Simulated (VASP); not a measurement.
Crystal: Ni.

```
Ni
1.0
     0.00000    3.53470    3.53470
     1.76735    0.00000    1.76735
     1.76735    1.76735    0.00000
Ni
2
Direct
  0.00000 0.00000 0.00000
  0.50000 0.00000 0.00000
```

Base run:

* Program: VASP 6.6.1
* Functional: PBE
* Potentials or basis: VASP PAW PBE potentials, release 64 (Ni)
* Cutoff: 520 eV
* k mesh: 6 × 12 × 12
* Occupations: fermi-dirac, width 0.05 eV
* Spin: no spin polarisation

Its results: pressure -3.8 GPa.

The run is repeated on the same cell with these changes: spin from no spin polarisation to collinear spin; further incar settings from ALGO = Normal; EDIFF = 1e-06; NBANDS = 17 to ALGO = Normal; EDIFF = 1e-06; NBANDS = 21. What comes out?

Pressure -2.2 GPa; net moment 1.35 μB per cell; site moments Ni +0.69 μB.
